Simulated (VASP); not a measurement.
Write the native input for VASP 6.6.1 that does the following.

- Task: electric field gradients
- Functional: LDA
- Potentials or basis: VASP PAW LDA potentials, release 64 (Sc_sv)
- Cutoff: 520 eV
- k mesh: 13 × 13 × 13
- Occupations: fermi-dirac, width 0.08 eV
- Spin: no spin polarisation
- Dipole correction: no
- Further INCAR settings: ALGO = Normal; EDIFF = 1e-08; NBANDS = 12

The structure of Sc lies in POSCAR:

```
Sc
1.0
    0.0000000000      2.3112293167      2.3112293167
    2.3112293167      0.0000000000      2.3112293167
    2.3112293167      2.3112293167      0.0000000000
Sc
1
Direct
    0.0000000000      0.0000000000      0.0000000000
```

This cell differs from its parent crystal: volume scaled by 0.98.

These files were run (other wordings do the same):

INCAR

```
SYSTEM = Sc
PREC = Accurate
ENCUT = 520
EDIFF = 1E-8
ISMEAR = -1
SIGMA = 0.08
LREAL = .FALSE.
LASPH = .TRUE.
NELM = 100
ALGO = Normal
ISIF = 2
LWAVE = .FALSE.
LCHARG = .FALSE.
GGA = CA
LEFG = .TRUE.
NBANDS = 12
```

KPOINTS

```
regular mesh
0
G
  13 13 13
  0 0 0
```

Potentials or basis: VASP PAW LDA potentials, release 64 (Sc_sv).

Run with:

```console
$ cat potpaw_LDA.64/Sc_sv/POTCAR > POTCAR
$ mpirun -np 1 vasp_std > vasp.out
```

Results of the run:

The pressure is -4.7 GPa.

Caveat: without QUAD_EFG the Cq values of the log hold for a quadrupole moment of 1 mb, not for the nuclei.

It used 27 s of CPU time on 1 thread of AMD EPYC 7R13 Processor (Zen 3), on a shared host.
